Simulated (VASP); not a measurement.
Write the native input for VASP 6.6.1 that does the following.

```yaml
Task: single point
Functional: PBE
Potentials_or_basis: VASP PAW PBE potentials, release 64 (Ge_d, Mo_sv, W_sv)
Cutoff: 520 eV
k_mesh: 6 × 2 × 4
Occupations: gaussian, width 0.1 eV
Spin: no spin polarisation
Dipole_correction: no
Further_INCAR_settings: ALGO = Normal; EDIFF = 1e-07; NBANDS = 96
```

The structure of Ge4MoW lies in POSCAR:

```
Ge4MoW
1.0
    3.4811629000      0.0000000000      0.0000000000
    0.0000000000      8.6226377000      0.0000000000
    0.0000000000      0.0000000000      6.4186238000
Ge Mo W
8 2 2
Direct
    0.5000000000      0.2901110000      0.1354100000
    0.0000000000      0.7917660000      0.3652080000
    0.5000000000      0.7098890000      0.6354100000
    0.0000000000      0.2082340000      0.8652080000
    0.5000000000      0.8825240000      0.0615150000
    0.0000000000      0.3825030000      0.4374740000
    0.5000000000      0.1174760000      0.5615150000
    0.0000000000      0.6174970000      0.9374740000
    0.0000000000      0.9206220000      0.7502460000
    0.0000000000      0.0793780000      0.2502460000
    0.5000000000      0.4208930000      0.7501460000
    0.5000000000      0.5791070000      0.2501460000
```

The input as run:

INCAR

```
PREC = Accurate ; ENCUT = 520
EDIFF = 1E-7 ; ISMEAR = 0
SIGMA = 0.1 ; LREAL = F
LASPH = T ; NELM = 60
ALGO = Normal ; ISIF = 2
LWAVE = F ; LCHARG = F
GGA = PE ; NBANDS = 96
```

KPOINTS

```
regular mesh
0
Gamma
  6 2 4
```

Potentials or basis: VASP PAW PBE potentials, release 64 (Ge_d, Mo_sv, W_sv).

Launch:

```bash
$ cat potpaw_PBE.64/Ge_d/POTCAR potpaw_PBE.64/Mo_sv/POTCAR potpaw_PBE.64/W_sv/POTCAR > POTCAR
$ mpirun -np 1 vasp_std > vasp.out
```

Results of the run:

```
Pressure               : 0.2 GPa
Largest force          : 0.037 eV/Å
Band gap on the k mesh : zero (bands 84 and 85 overlap by 0.31 eV)
```

Caveat: the k points lie up to 0.36 Å⁻¹ apart; spin-orbit coupling is left out, which moves the levels of the heavy elements.

Run time: 11 min on 1 thread of AMD EPYC 7R43 64-Core Processor (Zen 3) (shared host), peak memory 0.48 GiB.
